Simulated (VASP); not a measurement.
# CdTe (I-4m2) in VASP: a series of runs

Runs on CdTe. Level: r2SCAN. Tasks: single point.

Everything below comes from runs of VASP 6.6.1. Logs are shortened: lines on timing, memory, paths and dates and some standing lists are left out, and cuts for length are marked.

## Step 1: The cell of the first run

The structure is tetragonal, space group I-4m2 (No. 119). Conventional cell: a = 4.543 Å, b = 4.543 Å, c = 6.634 Å, α = 90.00°, β = 90.00°, γ = 90.00°. Cd (site symmetry -4m2) has 4 Te at 2.81 Å within 3.7 Å. Te (site symmetry -4m2) has 4 Cd at 2.81 Å within 3.7 Å.

## Step 2: Single point, r2SCAN (in-plane strain -0.02)

The input, POSCAR:

```
CdTe
1.0
    3.2123163411      3.2123163411      0.0000000000
   -3.2123163411      3.2123163411      0.0000000000
    0.0000000000      3.2123163411      3.3172083033
Cd Te
1 1
Direct
    0.0000000000      0.0000000000      0.0000000000
    0.7500000000      0.2500000000      0.5000000000
```

The input, INCAR.step1:

```
  ALGO = Normal
  EDIFF = 1E-5
  ENCUT = 550
  GGA = PE
  GGA_COMPAT = False
  ISMEAR = 0
  LASPH = True
  LCHARG = False
  LREAL = False
  LWAVE = True
  NBANDS = 16
  NELM = 120
  PREC = Accurate
  SIGMA = 0.01
```

The input, INCAR.step2:

```
  ALGO = Normal
  EDIFF = 1E-6
  ENCUT = 550
  GGA_COMPAT = False
  ISIF = 2
  ISMEAR = 0
  ISTART = 1
  LASPH = True
  LCHARG = False
  LMIXTAU = True
  LREAL = False
  LWAVE = False
  METAGGA = R2SCAN
  NBANDS = 16
  NELM = 120
  PREC = Accurate
  SIGMA = 0.01
```

The input, KPOINTS:

```
k-points
0
Gamma
  6 6 6
```

Potentials or basis: VASP PAW PBE potentials, release 64 (Cd, Te).

Command:

```bash
$ cat potpaw_PBE.64/Cd/POTCAR potpaw_PBE.64/Te/POTCAR > POTCAR
$ cp INCAR.step1 INCAR
$ mpirun -np 1 vasp_std > vasp.out
$ cp INCAR.step2 INCAR
$ mpirun -np 1 vasp_std > vasp.out
```

OUTCAR:

```text
EDIFF = 1E-6
   ENCUT = 550
   ISIF = 2
   ISMEAR = 0
   ISTART = 1
   LASPH = True
   LREAL = False
   METAGGA = R2SCAN
   NELM = 120
   PREC = Accurate

 ion  position               nearest neighbor table
   1  0.000  0.000  0.000-   2 2.81   2 2.81   2 2.81   2 2.81
   2  0.750  0.250  0.500-   1 2.81   1 2.81   1 2.81   1 2.81

  LATTYP: Found a body centered tetragonal cell.
 ALAT       =     4.5429013362
 C/A-ratio  =     1.4603919644

  Lattice vectors:

 A1 = (   3.2123163411,   0.0000000000,  -3.3172083033)
 A2 = (  -3.2123163411,   0.0000000000,  -3.3172083033)
 A3 = (   0.0000000000,   3.2123163411,   3.3172083033)

Analysis of symmetry for initial positions (statically):
=====================================================================
 Subroutine PRICEL returns:
 Original cell was already a primitive cell.

 Routine SETGRP: Setting up the symmetry group for a
 body centered tetragonal supercell.

 Subroutine GETGRP returns: Found  8 space group operations
 (whereof  8 operations were pure point group operations)
 out of a pool of 16 trial point group operations.

The static configuration has the point symmetry D_2d.

Analysis of symmetry for dynamics (positions and initial velocities):
=====================================================================
 Subroutine PRICEL returns:
 Original cell was already a primitive cell.

 Routine SETGRP: Setting up the symmetry group for a
 body centered tetragonal supercell.

 Subroutine GETGRP returns: Found  8 space group operations
 (whereof  8 operations were pure point group operations)
 out of a pool of 16 trial point group operations.

The dynamic configuration has the point symmetry D_2d.

 Subroutine INISYM returns: Found  8 space group operations
 (whereof  8 operations are pure point group operations),
 and found     1 'primitive' translations

----------------------------------------------------------------------------------------

                                     Primitive cell

  volume of cell :      68.4604

  direct lattice vectors                    reciprocal lattice vectors
[... 76 lines left out ...]
   NGXF,Y,Z  is equivalent  to a cutoff of  26.35, 26.35, 25.92 a.u.
 SYSTEM =  unknown system
   PREC   = accura    normal or accurate (medium, high low for compatibility)
   ISTART =      1    job   : 0-new  1-cont  2-samecut
   ICHARG =      0    charge: 1-file 2-atom 10-const
   ISPIN  =      1    spin polarized calculation?
   LNONCOLLINEAR =      F non collinear calculations
   LSORBIT =      F    spin-orbit coupling
   LASPH  =      T    aspherical Exc in radial PAW
   ENCUT  =  550.0 eV  40.42 Ry    6.36 a.u.   8.69  8.69  8.83*2*pi/ulx,y,z
   NELM   =    120;   NELMIN=  2; NELMDL=  0     # of ELM steps
   EDIFF  = 0.1E-05   stopping-criterion for ELM
   LREAL  =      F    real-space projection
   EDIFFG = 0.1E-04   stopping-criterion for IOM
   NSW    =      0    number of steps for IOM
   IBRION =     -1    ionic relax: 0-MD 1-quasi-New 2-CG
   NFREE  =      0    steps in history (QN), initial steepest desc. (CG)
   ISIF   =      2    stress and relaxation
   ISYM   =      2    0-nonsym 1-usesym 2-fastsym
   POTIM  = 0.5000    time-step for ionic-motion
   TEBEG  =    0.0;   TEEND  =   0.0 temperature during run
   PSTRESS=    0.0 pullay stress
   NELECT =      18.0000    total number of electrons
   NUPDOWN=      -1.0000    fix difference up-down
   EMIN   =  10.00;   EMAX   =-10.00  energy-range for DOS
   EFERMI =   0.00;   METHOD = LEGACY
   ISMEAR =     0;   SIGMA  =   0.01  broadening in eV -4-tet -1-fermi 0-gaus
   EFERMI_NEDOS =   21; number of points for ismear=-14 and -15
   IALGO  =     38    algorithm
   IMIX   =      4    mixing-type and parameters
     AMIX     =   0.40;   BMIX     =  1.00
     AMIX_MAG =   1.60;   BMIX_MAG =  1.00
  volume/ion in A,a.u.               =      34.23       231.00
  Fermi-wavevector in a.u.,A,eV,Ry     =   1.048784  1.981914 14.965688  1.099947
  Thomas-Fermi vector in A             =   2.183719
   LORBIT       =      0    0 simple, 1 ext, 2 COOP (PROOUT), +10 PAW based schemes
   METAGGA = R2SCAN    functional components
   LHFCALC =     F    Hartree Fock is set to
   AEXX    =    0.0000 exact exchange contribution
   IVDW    =     0    specifies the selected vdW correction
   LEPSILON=     F    determine dielectric tensor
   LRPA    =     F    only Hartree local field effects (RPA)
 non-spin polarized calculation
 Gauss-broadening in eV      SIGMA  =   0.01
  energy-cutoff  :      550.00
  volume of cell :       68.46
 maximum number of plane-waves:      2036
   NGX = 17   NGY = 17   NGZ = 17

 number of electron      18.0000000 magnetization

 Free energy of the ion-electron system (eV)
  ---------------------------------------------------
  ext. energy  EPLUGINS =         0.00000000
  ---------------------------------------------------
  free energy    TOTEN  =       -46.62952575 eV

  energy without entropy =      -46.62952575  energy(sigma->0) =      -46.62952575

 E-fermi :   2.1788     XC(G=0):  -9.0764

 val. band max:        2.0859532365   @ k =   0.0000   0.0000   0.0000
 cond. band min:       3.2973261821   @ k =   0.0000   0.0000   0.0000
 fundamental gap:      1.2113729456
 Fermi energy:         2.1787666364

 k-point     1 :       0.0000    0.0000    0.0000
  band No.  band energies     occupation
      1      -9.4423      2.00000
      2      -6.4999      2.00000
      3      -6.4912      2.00000
      4      -6.4912      2.00000
      5      -6.2165      2.00000
      6      -6.2131      2.00000
[... 433 lines left out ...]
      3      -6.3706      2.00000
      4      -6.2388      2.00000
      5      -6.2112      2.00000
      6      -5.6902      2.00000
[... 8 lines left out ...]
     15      13.0687      0.00000
     16      13.7028      0.00000

 [... further k-points ...]
[... 5 lines left out ...]
  --------------------------------------------------------------------------------------
  -------------------------------------------------------------------------------------
  Total        0.6655340      0.6655340      0.4291586      0.0000000      0.0000000      0.0000000
  in kB       15.5754809     15.5754809     10.0435915      0.0000000      0.0000000      0.0000000
  external PRESSURE =      13.7315178 kB  Pullay stress =       0.0000000 kB

 VOLUME and BASIS-vectors are now :
 -----------------------------------------------------------------------------
  energy-cutoff  :      550.00
  volume of cell :       68.46
      direct lattice vectors                 reciprocal lattice vectors
     3.212316341  3.212316341  0.000000000     0.155650922  0.155650922 -0.150729154
    -3.212316341  3.212316341  0.000000000    -0.155650922  0.155650922 -0.150729154
     0.000000000  3.212316341  3.317208303     0.000000000  0.000000000  0.301458307

 POSITION                                       TOTAL-FORCE (eV/Angst)
 -----------------------------------------------------------------------------------
      0.00000      0.00000      0.00000        -0.000000     -0.000000      0.000000
      1.60616      4.81847      1.65860         0.000000      0.000000      0.000000
 -----------------------------------------------------------------------------------
    total drift:                               -0.000000      0.000000     -0.000000

  FREE ENERGIE OF THE ION-ELECTRON SYSTEM (eV)
  ---------------------------------------------------
  free  energy   TOTEN  =       -46.6295257478 eV

  energy  without entropy=      -46.6295257478  energy(sigma->0) =      -46.62952575
```

Run time: 1.7 min. Hardware: 1 thread of AMD EPYC 9R45 (Zen 5), shared host; peak memory 0.2 GiB.

What came out:

```
Free energy            : -46.6295 eV
Pressure               : 1.4 GPa
Band gap on the k mesh : 1.21 eV
```

Caveat: the cell differs from its parent crystal (in-plane strain -0.02); the PAW data sets were made with another functional, which shifts forces and pressure a little; spin-orbit coupling is left out, which moves the levels of the heavy elements.

(Continued in part 2 of 3.)
